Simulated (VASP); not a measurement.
**PbO2: single point with PBEsol**

The system is PbO2.

```
CELL_PARAMETERS angstrom
0.00000 2.70199 2.70199
2.70199 0.00000 2.70199
2.70199 2.70199 0.00000
ATOMIC_POSITIONS crystal
Pb 0.00000 0.00000 0.00000
O 0.75000 0.75000 0.75000
O 0.25000 0.25000 0.25000
```

```json
{"Program": "VASP 6.6.1", "Task": "single point", "Functional": "PBEsol", "Potentials or basis": "VASP PAW PBE potentials, release 64 (Pb_d, O)", "Cutoff": "520 eV", "k mesh": "7 × 7 × 7", "Occupations": "fermi-dirac, width 0.05 eV", "Spin": "non-collinear spin, zero start, spin-orbit coupling", "Starting moments": "[[0.0, 0.0, 0.0], [0.0, 0.0, 0.0], [0.0, 0.0, 0.0]] μB", "Dipole correction": "no", "Further INCAR settings": "ALGO = Normal; EDIFF = 1e-07; NBANDS = 39"}
```

- Pressure: -5.8 GPa
- Net moment: 0.00 μB per cell
- Valence electrons inside the program's atomic spheres: Pb 11.71; O 4.91

Moments on the atoms (μB; x, y, z):
```
Pb  0.00 0.00 0.00
O   0.00 0.00 0.00
O   0.00 0.00 0.00
```

Wall time 2.4 min on 1 thread of Intel Xeon 8259CL, with other jobs on the host, peak memory 0.27 GiB.

Caveat: the cell stands under tension; the PAW data sets were made with another functional, which shifts forces and pressure a little.
